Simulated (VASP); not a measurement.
Hf:

```
Hf
1.0
     2.85664    0.00000    0.00000
     0.00000    2.85664    0.00000
     0.00000    0.00000    2.85664
Hf
1
Cartesian
  0.0000 0.0000 0.0000
```

This isn't the form of Hf at room conditions, which is hcp.

| Quantity | Value |
| --- | --- |
| Program | VASP 6.6.1 |
| Task | relaxation of cell and atoms |
| Functional | PBE |
| Potentials or basis | VASP PAW PBE potentials, release 64 (Hf_pv) |
| Cutoff | 600 eV |
| k mesh | 6 × 6 × 6 |
| Occupations | gaussian, width 0.1 eV |
| Spin | no spin polarisation |

At the start: pressure 4.3 GPa; volume 23.31 Å³/atom.

**Question.** Where does the relaxation end?

**Answer.** Over 3 steps the energy falls by 21.1 meV/atom and the volume is 24.91 Å³/atom (+6.9 %); space group Pm-3m (No. 221, to 0.1 Å) before and after.

Step by step:
```
step  energy change (eV)  largest force (eV/Å)  pressure (GPa)  volume (Å³)
   1              0.0000                0.0000            4.25        23.31
   2             -0.0187                0.0000           -1.37        25.46
   3             -0.0211                0.0000           -0.03        24.91
```

Final structure:
```
Hf
1.0
     2.92068    0.00000    0.00000
     0.00000    2.92068    0.00000
     0.00000    0.00000    2.92068
Hf
1
Direct
  0.00000 0.00000 0.00000
```

Caveat: the k points lie up to 0.36 Å⁻¹ apart in the final cell, too coarse for converged energies and pressures of a metal.
